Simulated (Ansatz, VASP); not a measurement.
**SiC: VASP beside Ansatz**

File POSCAR:

```
SiC
1.0
    3.1083305834      0.0000000000      0.0000000000
   -1.5541652917      2.6918932486      0.0000000000
    0.0000000000      0.0000000000     10.0598065426
Si C
4 4
Direct
    0.0000000000      0.0000000000     -0.0004032848
    0.3333333333      0.6666666667      0.2496515939
    0.0000000000      0.0000000000      0.4995967152
    0.6666666667      0.3333333333      0.7496515939
    0.0000000000      0.0000000000      0.1875287746
    0.3333333333      0.6666666667      0.4382229163
    0.0000000000      0.0000000000      0.6875287746
    0.6666666667      0.3333333333      0.9382229163
```

INCAR.step1

```
SYSTEM = SiC
  ALGO = Normal
  EDIFF = 1E-4
  ENCUT = 520
  GGA = PE
  ISMEAR = 0
  LASPH = .True.
  LCHARG = .False.
  LREAL = .False.
  LWAVE = .True.
  NBANDS = 26
  NELM = 100
  PREC = Accurate
  SIGMA = 0.01
```

INCAR.step2

```
SYSTEM = SiC
  ALGO = Normal
  EDIFF = 1E-7
  ENCUT = 520
  ISIF = 2
  ISMEAR = 0
  ISTART = 1
  LASPH = .True.
  LCHARG = .False.
  LMIXTAU = .True.
  LREAL = .False.
  LWAVE = .False.
  METAGGA = R2SCAN
  NBANDS = 26
  NELM = 100
  PREC = Accurate
  SIGMA = 0.01
```

File KPOINTS:

```
k-points
0
Gamma
  12 12 4
  0 0 0
```

Input for Ansatz:

```yaml
crystal:
  lattice:
    - [3.1083305834, 0.0, 0.0]
    - [-1.5541652917, 2.6918932486, 0.0]
    - [0.0, 0.0, 10.0598065426]
  atoms:
    - { symbol: Si, position: [0.0, 0.0, -0.0004032848] }
    - { symbol: Si, position: [0.3333333333, 0.6666666667, 0.2496515939] }
    - { symbol: Si, position: [0.0, 0.0, 0.4995967152] }
    - { symbol: Si, position: [0.6666666667, 0.3333333333, 0.7496515939] }
    - { symbol: C, position: [0.0, 0.0, 0.1875287746] }
    - { symbol: C, position: [0.3333333333, 0.6666666667, 0.4382229163] }
    - { symbol: C, position: [0.0, 0.0, 0.6875287746] }
    - { symbol: C, position: [0.6666666667, 0.3333333333, 0.9382229163] }
kpoints:
  mp_grid: { grid: [12, 12, 4] }
  band_path:
    path:
      - [0.0, 0.0, 0.0]
      - [0.5, 0.0, 0.0]
      - [0.3333333333, 0.3333333333, 0.0]
      - [0.0, 0.0, 0.5]
      - [0.5, 0.0, 0.5]
      - [0.3333333333, 0.3333333333, 0.5]
      - [0.0, 0.5, 0.0]
    npoints: 1
hamiltonian:
  xc: r2scan
scf:
  occupations: { method: fixed }
  n_extra_bands: 6
output:
  forces: true
  stress: true
  eigenvalues: true
  write_density: true
  write_potential: true
  elf: true
  volumetric_format: npy
```

Change from the starting cell: epitaxial_xy strain +1.0%.

Alike in both runs: task single point; functional r2SCAN; k mesh 12 × 12 × 4; no spin polarisation.

|  | VASP | Ansatz |
| --- | --- | --- |
| version | VASP 6.6.1 | Ansatz 0.2.0 |
| potentials or method | VASP PAW PBE potentials, release 64 (Si, C) | plane waves, PAW |
| plane-wave cutoff (eV) | 520 | 500 |
| occupations | gaussian, width 0.01 eV | fixed |
| valence electrons in the cell | 32 | 32 |

Ansatz gave:

| Property | Result |
| --- | --- |
| gap on the k mesh at the Fermi level (eV) | 2.60 |
| pressure (GPa) | -4.0 |
| traceless stress, the component that is largest in VASP (GPa) | 3.97 |

Task: Which values does VASP return?

Result: gap on the k mesh at the Fermi level (eV): 2.61; pressure (GPa): -4.2; traceless stress, the component that is largest in VASP (GPa): 4.00.

VASP's potentials were made for PBE, not for r2SCAN.
